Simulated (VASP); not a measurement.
# Ti (P6_3/mmc) in VASP: further runs, part 3 of 3

VASP 6.6.1. Earlier steps stand in the parts before.

## 6. Single point, PBE+D4

This run uses another cell than the first one, of 17.11 Å³/atom, 1.315 times its volume.

Input file INCAR:

```
ALGO     = Normal         # electronic algorithm
EDIFF    = 1E-7           # SCF threshold, eV
ENCUT    = 520            # plane-wave cutoff, eV
GGA      = PE             # functional
ISIF     = 2              # what is computed and relaxed
ISMEAR   = -1             # smearing method
IVDW     = 13             # dispersion correction
LASPH    = T              # aspherical terms in the spheres
LCHARG   = F              # write CHGCAR
LREAL    = F              # projectors in reciprocal space
LWAVE    = F              # write WAVECAR
NBANDS   = 19             # bands
NELM     = 60             # most SCF steps
PREC     = Accurate       # precision mode
SIGMA    = 0.05           # smearing width, eV
```

Input file KPOINTS:

```
k-points
0
Gamma
  10 10 6
```

Input file POSCAR:

```
Ti
1.0
    2.9244607933      0.0000000000      0.0000000000
   -1.4622303966      2.5326573393      0.0000000000
    0.0000000000      0.0000000000      4.6202018870
Ti
2
Direct
    0.6666666667      0.3333333333      0.7500000000
    0.3333333333      0.6666666667      0.2500000000
```

Potentials or basis: VASP PAW PBE potentials, release 64 (Ti_sv).

Started as:

```bash
$ cat potpaw_PBE.64/Ti_sv/POTCAR > POTCAR
$ mpirun -np 1 vasp_std > vasp.out
```

OUTCAR:

```text
EDIFF = 1E-7
   ENCUT = 520
   GGA = PE
   ISIF = 2
   ISMEAR = -1
   IVDW = 13
   LASPH = T
   LREAL = F
   NELM = 60
   PREC = Accurate

 ion  position               nearest neighbor table
   1  0.667  0.333  0.750-   2 2.86   2 2.86   2 2.86   2 2.86   2 2.86   2 2.86
   2  0.333  0.667  0.250-   1 2.86   1 2.86   1 2.86   1 2.86   1 2.86   1 2.86

  LATTYP: Found a hexagonal cell.
 ALAT       =     2.9244607933
 C/A-ratio  =     1.5798474363

  Lattice vectors:

 A1 = (   2.9244607933,   0.0000000000,   0.0000000000)
 A2 = (  -1.4622303966,   2.5326573393,   0.0000000000)
 A3 = (   0.0000000000,   0.0000000000,   4.6202018870)

Analysis of symmetry for initial positions (statically):
=====================================================================
 Subroutine PRICEL returns:
 Original cell was already a primitive cell.

 Routine SETGRP: Setting up the symmetry group for a
 hexagonal supercell.

 Subroutine GETGRP returns: Found 24 space group operations
 (whereof 12 operations were pure point group operations)
 out of a pool of 24 trial point group operations.

[... 160 lines left out ...]
  free energy    TOTEN  =       -15.67607346 eV

  energy without entropy =      -15.65668403  energy(sigma->0) =      -15.66637875

 E-fermi :   8.4874     XC(G=0): -11.5682

 val. band max:        8.4635052235   @ k =   0.3000   0.2000   0.5000
 cond. band min:       8.4883458315   @ k =   0.1000  -0.0000   0.1667
 fundamental gap:      0.0248406079
 Fermi energy:         8.4873885709

 k-point     1 :       0.0000    0.0000    0.0000
  band No.  band energies     occupation
      1     -48.3408      2.00000
      2     -48.1942      2.00000
      3     -24.9488      2.00000
      4     -24.2741      2.00000
      5     -24.2741      2.00000
      6     -24.2021      2.00000
[... 505 lines left out ...]
      6     -24.4281      2.00000
[... 11 lines left out ...]
     18      11.9761      0.00000
     19      12.7092      0.00000

 [... further k-points ...]

------------------------ aborting loop because EDIFF is reached ----------------------------------------

  DFT-D4 for vdW energy calculation

  Edisp (eV):   -0.40939

  FORCE on cell =-STRESS in cart. coord.  units (eV):
  Direction    XX          YY          ZZ          XY          YZ          ZX
  --------------------------------------------------------------------------------------
  -------------------------------------------------------------------------------------
  Total      -0.05785    -0.05785    -0.06618    -0.00000    -0.00000     0.00000
  in kB      -2.70851    -2.70851    -3.09875    -0.00000    -0.00000     0.00000
  external pressure =       -2.84 kB  Pullay stress =        0.00 kB

 VOLUME and BASIS-vectors are now :
 -----------------------------------------------------------------------------
  energy-cutoff  :      520.00
  volume of cell :       34.22
      direct lattice vectors                 reciprocal lattice vectors
     2.924460793  0.000000000  0.000000000     0.341943377  0.197421101  0.000000000
    -1.462230397  2.532657339  0.000000000     0.000000000  0.394842202  0.000000000
     0.000000000  0.000000000  4.620201887     0.000000000  0.000000000  0.216440758

 POSITION                                       TOTAL-FORCE (eV/Angst)
 -----------------------------------------------------------------------------------
      1.46223      0.84422      3.46515         0.000000     -0.000000      0.000000
     -0.00000      1.68844      1.15505        -0.000000      0.000000      0.000000
 -----------------------------------------------------------------------------------
    total drift:                               -0.000000      0.000000     -0.000000

  FREE ENERGIE OF THE ION-ELECTRON SYSTEM (eV)
  ---------------------------------------------------
  free  energy   TOTEN  =       -16.0854663264 eV

  energy  without entropy=      -16.0660768953  energy(sigma->0) =      -16.07577161
```

Run time: 23 s. Hardware: 1 thread of Intel Xeon 6975P-C, shared host; peak memory 0.17 GiB.

What came out:

```yaml
Free_energy: -16.0855 eV
Pressure: -0.3 GPa
Band_gap_on_the_k_mesh: zero (band 12 reaches 9.28 eV, above the bottom of band 13 at 8.27 eV)
Dispersion_energy_per_atom: -0.205 eV
```

Caveat: pairwise dispersion overbinds metals, which lowers pressure and volume.

## 7. The runs side by side

| level | cell | gap on the mesh (eV) | pressure (GPa) |
| --- | --- | --- | --- |
| RPBE+D3(BJ) | a = 2.654, b = 2.654, c = 4.267 Å, angles 90.0, 90.0, 120.0°, 2 atoms | none | -1.1 |
| PBEsol+D3(BJ) | a = 2.854, b = 2.854, c = 4.504 Å, angles 90.0, 90.0, 120.0°, 2 atoms | none | -0.3 |
| PBEsol+D4 | a = 2.895, b = 2.895, c = 4.565 Å, angles 90.0, 90.0, 120.0°, 2 atoms | none | -0.3 |
| PBE+D3(BJ) | a = 2.890, b = 2.890, c = 4.563 Å, angles 90.0, 90.0, 120.0°, 2 atoms | none | -0.3 |
| PBE+D4 | a = 2.924, b = 2.924, c = 4.620 Å, angles 90.0, 90.0, 120.0°, 2 atoms | none | -0.3 |

Alike in all rows: task single point; potentials or basis VASP PAW PBE potentials, release 64 (Ti_sv); no spin polarisation; k mesh 10 × 10 × 6; cutoff (eV) 520; smearing fermi-dirac 0.05 eV.

Caveats: pairwise dispersion overbinds metals, which lowers pressure and volume; the PAW data sets were made with another functional, which shifts forces and pressure a little (some runs).

Total energies depend on the potentials used, so only differences within one code and one set of settings carry meaning.
